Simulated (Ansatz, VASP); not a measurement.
# One calculation of F, two programs

INCAR

```
SYSTEM = F
  PREC = Accurate
  ENCUT = 520
  EDIFF = 1E-6
  ISMEAR = 0
  SIGMA = 0.05
  LREAL = .FALSE.
  LASPH = .TRUE.
  NELM = 100
  ALGO = Normal
  ISIF = 2
  LWAVE = .FALSE.
  LCHARG = .TRUE.
  GGA = PS
  LELF = .TRUE.
  LVHAR = .TRUE.
  NBANDS = 22
```

KPOINTS

```
regular mesh
0
G
  4 4 2
  0 0 0
```

Contents of POSCAR:

```
F
1.0
    3.1004838602     -1.7819543364     -0.2391360627
    3.1004838602      1.7819543364     -0.2391360627
   -2.3313270155      0.0000000000      7.1362390124
F
4
Direct
    0.0848459664      0.0848459664      0.0979998919
    0.9151540336      0.9151540336      0.9020001081
    0.5015719855      0.5015719855      0.5937195244
    0.4984280145      0.4984280145      0.4062804756
```

Input for Ansatz:

```yaml
crystal:
  lattice:
    - [3.1004838602, -1.7819543364, -0.2391360627]
    - [3.1004838602, 1.7819543364, -0.2391360627]
    - [-2.3313270155, 0.0, 7.1362390124]
  atoms:
    - { symbol: F, position: [0.0848459664, 0.0848459664, 0.0979998919] }
    - { symbol: F, position: [0.9151540336, 0.9151540336, 0.9020001081] }
    - { symbol: F, position: [0.5015719855, 0.5015719855, 0.5937195244] }
    - { symbol: F, position: [0.4984280145, 0.4984280145, 0.4062804756] }
basis:
  ecutwfc: 520.0
kpoints:
  mp_grid: { grid: [4, 4, 2] }
hamiltonian:
  xc: pbesol
scf:
  occupations: { method: gaussian, width: 0.05 }
output:
  forces: true
  stress: true
  eigenvalues: true
```

Alike in both runs: task single point; functional PBEsol; k mesh 4 × 4 × 2; occupations gaussian, width 0.05 eV; no spin polarisation.

|  | VASP | Ansatz |
| --- | --- | --- |
| version | VASP 6.6.1 | Ansatz 0.2.0 |
| potentials or method | VASP PAW PBE potentials, release 64 (F), cutoff 520 eV | scalar-relativistic, plane waves, PAW |
| valence electrons in the cell | 28 | 28 |

|  | VASP | Ansatz | Ansatz less VASP |
| --- | --- | --- | --- |
| gap on the k mesh at the Fermi level (eV) | 2.68 | 2.75 | +0.069 |
| least direct gap on the mesh (eV) | 2.78 | 2.85 | +0.069 |
| pressure (GPa) | -1.1 | -1.4 | -0.29 |
| traceless stress, the component that is largest in VASP (GPa) | -1.55 | -1.58 | -0.024 |
| rms of the force components (eV/Å) | 0.451 | 0.557 | +0.1060 |

VASP's potentials were made for PBE, not for PBEsol. Atom by atom the forces differ by 0.227 eV/Å (rms over components). With one functional, cell and mesh, what is left measures potentials, basis and numerics.

The k mesh is coarse, so the values compare programs but aren't converged.
